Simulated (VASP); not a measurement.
# Hf (Pm-3m) in VASP: further runs

Runs on Hf. Level: PBE. Tasks: single point, relaxation of cell and atoms.

Program: VASP 6.6.1. These are calculated values, not measurements. Logs are shortened: lines on timing, memory, paths and dates and some standing lists are left out, and cuts for length are marked.

## 1. The cell of the first run

The structure is cubic, space group Pm-3m (No. 221). The conventional cell has a = 4.016 Å, b = 4.016 Å, c = 4.016 Å, α = 90.00°, β = 90.00°, γ = 90.00°. Hf (site symmetry 4/mmm) has 8 Hf at 2.84 Å within 3.7 Å.

The cell was generated, and may not be a known phase.

## 2. Single point, PBE

The input, INCAR:

```
SYSTEM = Hf
ALGO = Normal
EDIFF = 1E-7
ENCUT = 520
GGA = PE
ISIF = 2
ISMEAR = 0
LASPH = .True.
LCHARG = .True.
LELF = .True.
LREAL = .False.
LVHAR = .True.
LWAVE = .False.
NBANDS = 22
NELM = 60
PREC = Accurate
SIGMA = 0.1
```

The input, KPOINTS:

```
k-points
0
Gamma
  4 4 4
  0 0 0
```

The input, POSCAR:

```
Hf
1.0
    4.0163457900      0.0000000000      0.0000000000
    0.0000000000      4.0163457900      0.0000000000
    0.0000000000      0.0000000000      4.0163457900
Hf
3
Direct
    0.0000000000      0.5000000000      0.5000000000
    0.5000000000      0.0000000000      0.5000000000
    0.5000000000      0.5000000000      0.0000000000
```

Potentials or basis: VASP PAW PBE potentials, release 64 (Hf_pv).

Run with:

```sh
cat potpaw_PBE.64/Hf_pv/POTCAR > POTCAR
mpirun -np 1 vasp_std > vasp.out
```

OUTCAR:

```text
SYSTEM = Hf
   EDIFF = 1E-7
   ENCUT = 520
   GGA = PE
   ISIF = 2
   ISMEAR = 0
   LASPH = .True.
   LREAL = .False.
   NELM = 60
   PREC = Accurate

 ion  position               nearest neighbor table
   1  0.000  0.500  0.500-   2 2.84   3 2.84   3 2.84   2 2.84   2 2.84   3 2.84   3 2.84   2 2.84

   2  0.500  0.000  0.500-   1 2.84   3 2.84   3 2.84   1 2.84   3 2.84   3 2.84   1 2.84   1 2.84

   3  0.500  0.500  0.000-   1 2.84   2 2.84   1 2.84   2 2.84   2 2.84   2 2.84   1 2.84   1 2.84

  LATTYP: Found a simple cubic cell.
 ALAT       =     4.0163457900

  Lattice vectors:

 A1 = (   4.0163457900,   0.0000000000,   0.0000000000)
 A2 = (   0.0000000000,   4.0163457900,   0.0000000000)
 A3 = (   0.0000000000,   0.0000000000,   4.0163457900)

Analysis of symmetry for initial positions (statically):
=====================================================================
 Subroutine PRICEL returns:
 Original cell was already a primitive cell.

 Routine SETGRP: Setting up the symmetry group for a
 simple cubic supercell.

 Subroutine GETGRP returns: Found 48 space group operations
 (whereof 48 operations were pure point group operations)
 out of a pool of 48 trial point group operations.

The static configuration has the point symmetry O_h .

Analysis of symmetry for dynamics (positions and initial velocities):
=====================================================================
 Subroutine PRICEL returns:
 Original cell was already a primitive cell.

 Routine SETGRP: Setting up the symmetry group for a
 simple cubic supercell.

 Subroutine GETGRP returns: Found 48 space group operations
 (whereof 48 operations were pure point group operations)
 out of a pool of 48 trial point group operations.

The dynamic configuration has the point symmetry O_h .

 Subroutine INISYM returns: Found 48 space group operations
 (whereof 48 operations are pure point group operations),
 and found     1 'primitive' translations

----------------------------------------------------------------------------------------

                                     Primitive cell

  volume of cell :      64.7878

  direct lattice vectors                    reciprocal lattice vectors
     4.016345790  0.000000000  0.000000000     0.248982546  0.000000000  0.000000000
     0.000000000  4.016345790  0.000000000     0.000000000  0.248982546  0.000000000
     0.000000000  0.000000000  4.016345790     0.000000000  0.000000000  0.248982546

  length of vectors
     4.016345790  4.016345790  4.016345790     0.248982546  0.248982546  0.248982546

  position of ions in fractional coordinates (direct lattice)
     0.000000000  0.500000000  0.500000000
     0.500000000  0.000000000  0.500000000
     0.500000000  0.500000000  0.000000000

  ion indices of the primitive-cell ions
   primitive index   ion index
                 1           1
                 2           2
                 3           3

----------------------------------------------------------------------------------------

 KPOINTS: k-points

Automatic generation of k-mesh.
 Grid dimensions read from file:
 generate k-points for:    4    4    4

 Generating k-lattice:

  Cartesian coordinates                     Fractional coordinates (reciprocal lattice)
     0.062245636  0.000000000  0.000000000     0.250000000  0.000000000  0.000000000
     0.000000000  0.062245636  0.000000000     0.000000000  0.250000000  0.000000000
     0.000000000  0.000000000  0.062245636     0.000000000  0.000000000  0.250000000

  Length of vectors
     0.062245636  0.062245636  0.062245636

  Shift w.r.t. Gamma in fractional coordinates (k-lattice)
     0.000000000  0.000000000  0.000000000

 Subroutine IBZKPT returns following result:
 ===========================================

 Found     10 irreducible k-points:

 Following reciprocal coordinates:
            Coordinates               Weight
  0.000000  0.000000  0.000000      1.000000
  0.250000  0.000000  0.000000      6.000000
  0.500000  0.000000  0.000000      3.000000
[... 48 lines left out ...]
      3     -26.1080      2.00000
      4     -25.2035      2.00000
      5     -25.2035      2.00000
      6     -25.2035      2.00000
[... 14 lines left out ...]
     21       9.8021      0.00000
     22       9.8021      0.00000

 k-point     2 :       0.2500    0.0000    0.0000
  band No.  band energies     occupation
      1     -25.9987      2.00000
      2     -25.9987      2.00000
      3     -25.9352      2.00000
      4     -25.2529      2.00000
      5     -25.2529      2.00000
      6     -25.2237      2.00000
[... 14 lines left out ...]
     21       9.4672      0.00000
     22       9.8541      0.00000

 k-point     3 :       0.5000    0.0000    0.0000
  band No.  band energies     occupation
      1     -25.8472      2.00000
      2     -25.8472      2.00000
      3     -25.5266      2.00000
      4     -25.4101      2.00000
      5     -25.3508      2.00000
      6     -25.3508      2.00000
[... 14 lines left out ...]
     21       7.3137      0.00000
     22       8.7617      0.00000

 k-point     4 :       0.2500    0.2500    0.0000
  band No.  band energies     occupation
      1     -26.0765      2.00000
      2     -25.8819      2.00000
      3     -25.6751      2.00000
      4     -25.5193      2.00000
      5     -25.2760      2.00000
      6     -25.1351      2.00000
[... 14 lines left out ...]
     21       9.2219      0.00000
     22       9.5709      0.00000

 k-point     5 :       0.5000    0.2500    0.0000
  band No.  band energies     occupation
      1     -25.9575      2.00000
      2     -25.8225      2.00000
      3     -25.7079      2.00000
      4     -25.3839      2.00000
      5     -25.3797      2.00000
      6     -25.3490      2.00000
[... 67 lines left out ...]
 k-point     8 :       0.5000    0.2500    0.2500
  band No.  band energies     occupation
      1     -26.2571      2.00000
      2     -25.8450      2.00000
      3     -25.7754      2.00000
      4     -25.6410      2.00000
      5     -25.3057      2.00000
      6     -24.9499      2.00000
[... 14 lines left out ...]
     21       8.5444      0.00000
     22       8.7897      0.00000

 k-point     9 :       0.5000    0.5000    0.2500
  band No.  band energies     occupation
      1     -26.4039      2.00000
      2     -25.9889      2.00000
      3     -25.8064      2.00000
      4     -25.8064      2.00000
      5     -24.9719      2.00000
      6     -24.9142      2.00000
[... 14 lines left out ...]
     21       8.4449      0.00000
     22       8.7049      0.00000

 k-point    10 :       0.5000    0.5000    0.5000
  band No.  band energies     occupation
      1     -26.6271      2.00000
      2     -25.9860      2.00000
      3     -25.9860      2.00000
      4     -25.9860      2.00000
      5     -24.7244      2.00000
      6     -24.7244      2.00000
[... 14 lines left out ...]
     21       8.1916      0.00000
     22       8.1916      0.00000

------------------------ aborting loop because EDIFF is reached ----------------------------------------

  FORCE on cell =-STRESS in cart. coord.  units (eV):
  Direction    XX          YY          ZZ          XY          YZ          ZX
  --------------------------------------------------------------------------------------
  -------------------------------------------------------------------------------------
  Total        7.1296722      7.1296722      7.1296722      0.0000000      0.0000000     -0.0000000
  in kB      176.3140229    176.3140229    176.3140229      0.0000000      0.0000000     -0.0000000
  external PRESSURE =     176.3140229 kB  Pullay stress =       0.0000000 kB

 VOLUME and BASIS-vectors are now :
 -----------------------------------------------------------------------------
  energy-cutoff  :      520.00
  volume of cell :       64.79
      direct lattice vectors                 reciprocal lattice vectors
     4.016345790  0.000000000  0.000000000     0.248982546  0.000000000  0.000000000
     0.000000000  4.016345790  0.000000000     0.000000000  0.248982546  0.000000000
     0.000000000  0.000000000  4.016345790     0.000000000  0.000000000  0.248982546

 POSITION                                       TOTAL-FORCE (eV/Angst)
 -----------------------------------------------------------------------------------
      0.00000      2.00817      2.00817         0.000000      0.000000      0.000000
      2.00817      0.00000      2.00817         0.000000      0.000000      0.000000
      2.00817      2.00817      0.00000         0.000000      0.000000      0.000000
 -----------------------------------------------------------------------------------
    total drift:                                0.000000      0.000000     -0.000000

  FREE ENERGIE OF THE ION-ELECTRON SYSTEM (eV)
  ---------------------------------------------------
  free  energy   TOTEN  =       -26.5429344034 eV

  energy  without entropy=      -26.5105321515  energy(sigma->0) =      -26.52673328
```

It took 23 s on 1 thread of Intel Xeon 8259CL, shared host; peak memory 0.16 GiB.

What came out:

- Free energy: -26.5429 eV
- Pressure: 17.6 GPa
- Band gap on the k mesh: zero (bands 15 and 16 overlap by 3.25 eV)

Levels at points of the mesh, in eV from the Fermi level:
| k point | band 12 | band 13 | band 14 | band 15 | band 16 | band 17 | band 18 | band 19 |
| --- | --- | --- | --- | --- | --- | --- | --- | --- |
| (0.00, 0.00, 0.00) | -2.16 | -2.16 | -1.92 | -1.92 | -1.92 | 4.23 | 4.23 | 4.23 |
| (0.50, 0.00, 0.00) | -2.50 | -1.35 | -0.11 | -0.11 | 0.33 | 1.40 | 1.40 | 2.27 |
| (0.50, 0.50, 0.00) | -1.50 | -1.27 | -0.27 | -0.13 | -0.04 | -0.04 | 1.58 | 1.58 |
| (0.50, 0.50, 0.50) | -3.16 | -3.16 | 1.33 | 1.33 | 1.33 | 2.40 | 2.57 | 2.57 |

Caveat: the k points lie up to 0.39 Å⁻¹ apart, too coarse for converged energies and pressures of a metal; spin-orbit coupling is left out, which moves the levels of the heavy elements.

## 3. Single point, PBE

This run uses another cell than the first one, of 26.07 Å³/atom.

The input, INCAR:

```
SYSTEM = Hf
ALGO = Normal
EDIFF = 1E-7
ENCUT = 520
GGA = PE
ISIF = 2
ISMEAR = 0
LASPH = .TRUE.
LCHARG = .FALSE.
LREAL = .FALSE.
LWAVE = .FALSE.
NBANDS = 22
NELM = 60
PREC = Accurate
SIGMA = 0.1
```

The input, KPOINTS:

```
k-points
0
G
  4 4 4
  0 0 0
```

The input, POSCAR:

```
Hf
1.0
    4.2766114083      0.0000000000      0.0000000000
    0.0000000000      4.2766114083      0.0000000000
    0.0000000000      0.0000000000      4.2766114083
Hf
3
Direct
    0.0000000000      0.5000000000      0.5000000000
    0.5000000000      0.0000000000      0.5000000000
    0.5000000000      0.5000000000      0.0000000000
```

Potentials or basis: VASP PAW PBE potentials, release 64 (Hf_pv).

Run with:

```sh
cat potpaw_PBE.64/Hf_pv/POTCAR > POTCAR
mpirun -np 1 vasp_std > vasp.out
```

Wall time 20 s (1 thread of Intel Xeon 8259CL, shared host); peak memory 0.18 GiB.

The run converged. Its results:

| Quantity | Value |
| --- | --- |
| Free energy | -27.1773 eV |
| Pressure | -0.2 GPa |
| Band gap on the k mesh | zero (bands 15 and 16 overlap by 2.59 eV) |

Levels at points of the mesh, in eV from the Fermi level:
| k point | band 13 | band 14 | band 15 | band 16 | band 17 | band 18 |
| --- | --- | --- | --- | --- | --- | --- |
| (0.00, 0.00, 0.00) | -1.75 | -1.35 | -1.35 | -1.35 | 3.60 | 3.60 |
| (0.50, 0.00, 0.00) | -0.87 | -0.04 | -0.04 | 0.28 | 1.07 | 1.07 |
| (0.50, 0.50, 0.00) | -1.09 | -0.17 | 0.03 | 0.14 | 0.14 | 1.31 |
| (0.50, 0.50, 0.50) | -2.41 | 1.24 | 1.24 | 1.24 | 1.37 | 1.80 |

Caveat: the k points lie up to 0.37 Å⁻¹ apart, too coarse for converged energies and pressures of a metal; spin-orbit coupling is left out, which moves the levels of the heavy elements.

## 4. Relaxation of cell and atoms, PBE

The input, INCAR:

```
SYSTEM = Hf
PREC = Accurate
ENCUT = 600
EDIFF = 1E-6
ISMEAR = 0
SIGMA = 0.1
LREAL = .False.
LASPH = .True.
NELM = 80
ALGO = Normal
ISIF = 3
LWAVE = .False.
LCHARG = .False.
GGA = PE
IBRION = 2
NSW = 90
EDIFFG = -0.04
```

The input, KPOINTS:

```
regular mesh
0
Gamma
  4 4 4
  0 0 0
```

The input, POSCAR:

```
Hf
1.0
    4.0163457900      0.0000000000      0.0000000000
    0.0000000000      4.0163457900      0.0000000000
    0.0000000000      0.0000000000      4.0163457900
Hf
3
Direct
    0.0000000000      0.5000000000      0.5000000000
    0.5000000000      0.0000000000      0.5000000000
    0.5000000000      0.5000000000      0.0000000000
```

Run with:

```sh
cat potpaw_PBE.64/Hf_pv/POTCAR > POTCAR
mpirun -np 1 vasp_std > vasp.out
```

Wall time 48 s (1 thread of Intel Xeon 8259CL, shared host); peak memory 0.18 GiB.

Results (log left out):

| Quantity | Value |
| --- | --- |
| Free energy | -27.1763 eV |
| Relaxed volume | 26.02 Å³/atom |
| Relaxed cell | a = 4.274 Å, b = 4.274 Å, c = 4.274 Å, α = 90.00°, β = 90.00°, γ = 90.00° |
| Space group after relaxing (to 0.1 Å) | Pm-3m (No. 221) |
| Energy gained by relaxing | 210.9 meV/atom |
| Ionic steps | 3 |
| Pressure after relaxing | -0.1 GPa |
| Band gap on the k mesh | zero (bands 15 and 16 overlap by 2.60 eV) |

Step by step:
| step | energy change (eV) | largest force (eV/Å) | pressure (GPa) | volume (Å³) |
| --- | --- | --- | --- | --- |
| 1 | 0.0000 | 0.0000 | 17.64 | 64.79 |
| 2 | -0.2986 | 0.0000 | -8.30 | 89.73 |
| 3 | -0.6326 | 0.0000 | -0.06 | 78.05 |

Final structure:
```xyz
3
Lattice="4.2736 0.0000 0.0000 0.0000 4.2736 0.0000 0.0000 0.0000 4.2736" Properties=species:S:1:pos:R:3 pbc="T T T"
Hf    0.0000    2.1368    2.1368
Hf    2.1368    0.0000    2.1368
Hf    2.1368    2.1368    0.0000
```

Levels at points of the mesh, in eV from the Fermi level:
```
           k point  band 13  band 14  band 15  band 16  band 17  band 18
(0.00, 0.00, 0.00)    -1.75    -1.35    -1.35    -1.35     3.60     3.60
(0.50, 0.00, 0.00)    -0.87    -0.04    -0.04     0.28     1.07     1.07
(0.50, 0.50, 0.00)    -1.09    -0.17     0.03     0.14     0.14     1.32
(0.50, 0.50, 0.50)    -2.42     1.25     1.25     1.25     1.38     1.80
```

Caveat: the k points lie up to 0.37 Å⁻¹ apart in the final cell, too coarse for converged energies and pressures of a metal; the volume moved by over 15 % at a fixed basis, so the end points are rough; spin-orbit coupling is left out, which moves the levels of the heavy elements.

## 5. Single point, PBE

This run uses another cell than the first one, of 25.98 Å³/atom.

The input, INCAR:

```
SYSTEM = Hf
PREC = Accurate
ENCUT = 520
EDIFF = 1E-7
ISMEAR = 0
SIGMA = 0.1
LREAL = .False.
LASPH = .True.
NELM = 100
ALGO = Fast
ISIF = 2
LWAVE = .False.
LCHARG = .True.
GGA = PE
LELF = .True.
LVHAR = .True.
NBANDS = 22
```

The input, KPOINTS:

```
Automatic mesh
0
Gamma
  12 12 12
  0 0 0
```

The input, POSCAR:

```
Hf
1.0
    4.2717642322      0.0000000000      0.0000000000
    0.0000000000      4.2717642322      0.0000000000
    0.0000000000      0.0000000000      4.2717642322
Hf
3
Direct
    0.0000000000      0.5000000000      0.5000000000
    0.5000000000      0.0000000000      0.5000000000
    0.5000000000      0.5000000000      0.0000000000
```

Run with:

```sh
cat potpaw_PBE.64/Hf_pv/POTCAR > POTCAR
mpirun -np 1 vasp_std > vasp.out
```

It took 2.8 min on 1 thread of Intel Xeon 8259CL, shared host; peak memory 0.25 GiB.

It converged, with:

| Property | Result |
| --- | --- |
| Free energy | -27.1977 eV |
| Pressure | -0.3 GPa |
| Band gap on the k mesh | zero (bands 15 and 16 overlap by 2.61 eV) |

Levels at points of the mesh, in eV from the Fermi level:
| k point | band 12 | band 13 | band 14 | band 15 | band 16 | band 17 | band 18 | band 19 |
| --- | --- | --- | --- | --- | --- | --- | --- | --- |
| (0.00, 0.00, 0.00) | -1.76 | -1.76 | -1.38 | -1.38 | -1.38 | 3.59 | 3.59 | 3.59 |
| (0.50, 0.00, 0.00) | -1.85 | -0.89 | -0.05 | -0.05 | 0.28 | 1.05 | 1.05 | 1.91 |
| (0.50, 0.50, 0.00) | -1.85 | -1.11 | -0.20 | 0.02 | 0.13 | 0.13 | 1.30 | 1.30 |
| (0.50, 0.50, 0.50) | -2.82 | -2.44 | 1.23 | 1.23 | 1.23 | 1.35 | 1.80 | 1.80 |

Caveat: spin-orbit coupling is left out, which moves the levels of the heavy elements.

## 6. Relaxation of cell and atoms, PBE

This run uses another cell than the first one, of 26.07 Å³/atom.

The input, INCAR:

```
PREC = Accurate ; ENCUT = 600
EDIFF = 1E-7 ; ISMEAR = 0
SIGMA = 0.1 ; LREAL = F
LASPH = T ; NELM = 60
ALGO = Fast ; ISIF = 3
LWAVE = F ; LCHARG = F
GGA = PE ; IBRION = 2
NSW = 100 ; EDIFFG = -0.01
```

The input, KPOINTS:

```
regular mesh
0
Gamma
  12 12 12
```

The input, POSCAR:

```
Hf
1.0
    4.2766114083      0.0000000000      0.0000000000
    0.0000000000      4.2766114083      0.0000000000
    0.0000000000      0.0000000000      4.2766114083
Hf
3
Direct
    0.0000000000      0.5000000000      0.5000000000
    0.5000000000      0.0000000000      0.5000000000
    0.5000000000      0.5000000000      0.0000000000
```

Potentials or basis: VASP PAW PBE potentials, release 64 (Hf_pv).

Run with:

```sh
cat potpaw_PBE.64/Hf_pv/POTCAR > POTCAR
mpirun -np 1 vasp_std > vasp.out
```

It took 8.3 min on 1 thread of Intel Xeon 8259CL, shared host; peak memory 0.3 GiB.

Results (log left out):

| Item | Value |
| --- | --- |
| Free energy | -27.1982 eV |
| Relaxed volume | 25.89 Å³/atom |
| Relaxed cell | a = 4.267 Å, b = 4.267 Å, c = 4.267 Å, α = 90.00°, β = 90.00°, γ = 90.00° |
| Space group after relaxing (to 0.1 Å) | Pm-3m (No. 221) |
| Energy gained by relaxing | 0.3 meV/atom |
| Ionic steps | 3 |
| Pressure after relaxing | 0.0 GPa |
| Band gap on the k mesh | zero (bands 15 and 16 overlap by 2.62 eV) |

Step by step:
```csv
step,energy change (eV),largest force (eV/Å),pressure (GPa),volume (Å³)
1,0.0000,0.0000,-0.51,78.22
2,-0.0004,0.0000,0.40,77.28
3,-0.0009,0.0000,0.00,77.68
```

Final structure:
```
Hf
1.0
     4.26673    0.00000    0.00000
     0.00000    4.26673    0.00000
     0.00000    0.00000    4.26673
Hf
3
Direct
  0.00000 0.50000 0.50000
  0.50000 0.00000 0.50000
  0.50000 0.50000 0.00000
```

Levels at points of the mesh, in eV from the Fermi level:
```csv
k point,band 13,band 14,band 15,band 16,band 17,band 18
"(0.00, 0.00, 0.00)",-1.77,-1.39,-1.39,-1.39,3.61,3.61
"(0.50, 0.00, 0.00)",-0.90,-0.05,-0.05,0.28,1.05,1.05
"(0.50, 0.50, 0.00)",-1.11,-0.19,0.01,0.12,0.12,1.30
"(0.50, 0.50, 0.50)",-2.45,1.23,1.23,1.23,1.37,1.81
```

Caveat: spin-orbit coupling is left out, which moves the levels of the heavy elements.

## 7. Overview

| task | cell | k mesh | cutoff (eV) | gap on the mesh (eV) | pressure (GPa) | relaxed volume (Å³/atom) |
| --- | --- | --- | --- | --- | --- | --- |
| single point | a = 4.016 Å, 3 atoms | 4 × 4 × 4 | 520 | none | 17.6 | - |
| single point | a = 4.277 Å, 3 atoms | 4 × 4 × 4 | 520 | none | -0.2 | - |
| relaxation of cell and atoms | relaxed from a = 4.016 Å, 3 atoms | 4 × 4 × 4 | 600 | none | -0.1 | 26.02 |
| single point | a = 4.272 Å, 3 atoms | 12 × 12 × 12 | 520 | none | -0.3 | - |
| relaxation of cell and atoms | relaxed from a = 4.277 Å, 3 atoms | 12 × 12 × 12 | 600 | none | 0.0 | 25.89 |

Alike in all rows: level PBE; potentials or basis VASP PAW PBE potentials, release 64 (Hf_pv); no spin polarisation; smearing gaussian 0.1 eV.

Caveats: some runs use coarse meshes; spin-orbit coupling is left out, which moves the levels of the heavy elements; the volume moved by over 15 % at a fixed basis, so the end points are rough (at least some runs).

Absolute energies hang on the potentials; compare differences alone.
